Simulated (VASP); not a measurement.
## HCl: single point with PBE+D3(BJ)

HCl:

```
Cl H
1.0
     7.71385    0.00000    0.00000
     0.00000    7.71385    0.00000
     0.00000    0.00000    7.71385
Cl H
10 10
Direct
  0.36867 0.98370 0.82833
  0.71578 0.99244 0.38618
  0.40176 0.25118 0.17784
  0.13694 0.80853 0.32541
  0.77135 0.72645 0.77410
  0.92395 0.29540 0.49497
  0.44048 0.46410 0.60486
  0.17147 0.59345 0.96379
  0.75177 0.55316 0.15588
  0.96651 0.11956 0.98227
  0.42557 0.12652 0.89571
  0.88034 0.02310 0.38550
  0.32374 0.36304 0.09189
  0.04832 0.82117 0.46219
  0.73332 0.81629 0.63943
  0.86598 0.33178 0.34295
  0.29537 0.50959 0.52821
  0.27515 0.59947 0.81588
  0.61394 0.45395 0.13862
  0.89475 0.99025 0.90764
```

```
Program             : VASP 6.6.1
Task                : single point
Functional          : PBE
Dispersion          : D3(BJ)
Potentials or basis : VASP PAW PBE potentials, release 64 (Cl, H)
Cutoff              : 520 eV
k mesh              : 1 × 1 × 1
Occupations         : fermi-dirac, width 0.05 eV
Spin                : no spin polarisation
```

The pressure is 0.8 GPa and the largest force is 2.034 eV/Å. The dispersion energy per atom is -0.069 eV.

Forces in eV/Å, atoms in the order of the input:
```
Cl   0.197  0.040 -0.268
Cl  -0.647 -0.837 -0.146
Cl   0.990 -1.104  1.033
Cl   0.541 -0.110 -0.517
Cl   0.250 -0.040  0.213
Cl   0.785  0.685  0.600
Cl  -0.701  0.356 -0.228
Cl   1.188 -0.039 -1.650
Cl  -0.381 -0.314  0.057
Cl   0.049  0.521  0.217
H   -0.069 -0.220 -0.041
H   -0.109  0.063 -0.124
H   -1.120  1.375 -0.988
H   -0.390 -0.050  0.791
H   -0.193  0.272 -0.440
H   -0.116  0.259 -0.236
H    0.538 -0.278  0.152
H   -0.972 -0.257  1.635
H    0.393  0.176  0.130
H   -0.235 -0.497 -0.189
```

Stress tensor (GPa, compression positive):
```
0.38 0.02 0.69
0.02 1.39 0.13
0.69 0.13 0.59
```

Levels at points of the mesh, in eV from the Fermi level:
```csv
k point,band 37,band 38,band 39,band 40,band 41,band 42,band 43,band 44
"(0.00, 0.00, 0.00)",-1.63,-1.58,-1.30,-1.19,3.76,4.86,5.02,5.30
```

It took 52 s on 1 thread of Intel(R) Xeon(R) Platinum 8259CL CPU @ 2.50GHz (Skylake/Cascade Lake) (shared host), peak memory 0.42 GiB.

Caveat: the k points lie up to 0.81 Å⁻¹ apart, too coarse for converged energies, forces and pressures.
